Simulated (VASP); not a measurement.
Cs: single point with LDA

Cs:

```
CELL_PARAMETERS angstrom
-2.88408 2.88408 2.88408
2.88408 -2.88408 2.88408
2.88408 2.88408 -2.88408
ATOMIC_POSITIONS crystal
Cs 0.00000 0.00000 0.00000
```

* Program: VASP 6.6.1
* Task: single point
* Functional: LDA
* Potentials or basis: VASP PAW LDA potentials, release 64 (Cs_sv)
* Cutoff: 520 eV
* k mesh: 8 × 8 × 8
* Occupations: fermi-dirac, width 0.1 eV
* Spin: no spin polarisation
* Dipole correction: no
* Further INCAR settings: ALGO = Normal; EDIFF = 1e-06; NBANDS = 10

```yaml
Pressure: 0.0 GPa
```

Levels at points of the mesh, in eV from the Fermi level:
```tsv
k point	band 1	band 2	band 3	band 4	band 5	band 6	band 7	band 8	band 9	band 10
(0.00, 0.00, 0.00)	-23.72	-10.42	-10.42	-10.42	-1.86	2.53	2.53	2.53	3.58	3.58
(0.50, 0.00, 0.00)	-23.70	-10.67	-10.50	-10.42	-0.07	1.18	1.57	3.44	4.09	4.80
(0.50, 0.50, 0.50)	-23.69	-10.59	-10.59	-10.59	0.50	0.50	3.53	3.53	3.53	4.87
```

Wall time 20 s on 1 thread of Intel Xeon 6975P-C, on a shared host, peak memory 0.19 GiB.

Caveat: spin-orbit coupling is left out, which moves the levels of the heavy elements.
